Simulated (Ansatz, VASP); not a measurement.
## SnTe in VASP and in Ansatz

```
Sn Te
1.0
     0.00000    3.12970    3.12970
     3.12970    0.00000    3.12970
     3.12970    3.12970    0.00000
Sn Te
1 1
Direct
  0.00000 0.00000 0.00000
  0.50000 0.50000 0.50000
```

Alike in both runs: task single point; functional PBE; k mesh 6 × 6 × 6; no spin polarisation.

|  | VASP | Ansatz |
| --- | --- | --- |
| version | VASP 6.6.1 | Ansatz 0.2.0 |
| potentials or method | VASP PAW PBE potentials, release 64 (Sn_d, Te), cutoff 500 eV | plane waves, PAW |
| occupations | gaussian, width 0.01 eV | fixed |
| valence electrons in the cell | 20 | 30 |

|  | VASP | Ansatz | Ansatz less VASP |
| --- | --- | --- | --- |
| pressure (GPa) | 3.3 | 3.3 | +0.02 |

VASP's potentials hold 20 valence electrons a cell and Ansatz's 30, so a difference there can come from the potentials and not from the codes.

Neither program's run includes spin-orbit coupling.
